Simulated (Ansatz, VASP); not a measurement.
## CsAs in VASP and in Ansatz

```xyz
2
Lattice="4.2832 0.0000 0.0000 0.0000 4.2832 0.0000 0.0000 0.0000 4.2832" Properties=species:S:1:pos:R:3 pbc="T T T"
Cs    0.0000    0.0000    0.0000
As    2.1416    2.1416    2.1416
```

Alike in both runs: task relaxation of cell and atoms; functional PBE; k mesh 14 × 14 × 14; occupations gaussian, width 0.1 eV; no spin polarisation.

|  | VASP | Ansatz |
| --- | --- | --- |
| version | VASP 6.6.1 | Ansatz 0.2.0 |
| potentials or method | VASP PAW PBE potentials, release 64 (Cs_sv, As), cutoff 600 eV | scalar-relativistic, plane waves, PAW |
| valence electrons in the cell | 14 | 24 |

|  | VASP | Ansatz | Ansatz less VASP |
| --- | --- | --- | --- |
| gap on the k mesh at the Fermi level, each at its own relaxed structure (eV) | none | none | - |
| relaxed volume (Å³/atom) | 39.76 | 39.61 | -0.152 |
| relaxed cell length with the largest relative difference (Å) | 4.300 | 4.295 | -0.0055 |

A gap of «none» marks a metal or a gap that the smearing closes. VASP's potentials hold 14 valence electrons a cell and Ansatz's 24, so a difference there can come from the potentials and not from the codes.

Neither program's run includes spin-orbit coupling.
